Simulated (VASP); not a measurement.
Here is a VASP 6.6.1 calculation.

Contents of INCAR:

```
PREC     = Accurate       # precision mode
ENCUT    = 520            # plane-wave cutoff, eV
EDIFF    = 1E-8           # SCF threshold, eV
ISMEAR   = -1             # smearing method
SIGMA    = 0.03           # smearing width, eV
LREAL    = False          # projectors in reciprocal space
LASPH    = True           # aspherical terms in the spheres
NELM     = 80             # most SCF steps
ALGO     = Normal         # electronic algorithm
ISIF     = 2              # what is computed and relaxed
LWAVE    = False          # write WAVECAR
LCHARG   = False          # write CHGCAR
GGA      = PS             # functional
LEFG     = True         
NBANDS   = 15             # bands
```

KPOINTS

```
Automatic mesh
0
Gamma
  7 7 7
```

File POSCAR:

```
KCl
1.0
    0.0000000000      3.0916717177      3.0916717177
    3.0916717177      0.0000000000      3.0916717177
    3.0916717177      3.0916717177      0.0000000000
K Cl
1 1
Direct
    0.0000000000      0.0000000000      0.0000000000
    0.5000000000      0.5000000000      0.5000000000
```

Potentials or basis: VASP PAW PBE potentials, release 64 (K_sv, Cl).

The run is started by

```bash
$ cat potpaw_PBE.64/K_sv/POTCAR potpaw_PBE.64/Cl/POTCAR > POTCAR
$ mpirun -np 1 vasp_std > vasp.out
```

(1) Predict the band gap on the k mesh.

(2) What does it give for the pressure?

## Answers

(1) 5.19 eV, direct.

(2) 0.6 GPa.

Caveat: without QUAD_EFG the Cq values of the log hold for a quadrupole moment of 1 mb, not for the nuclei; the PAW data sets were made with another functional, which shifts forces and pressure a little.
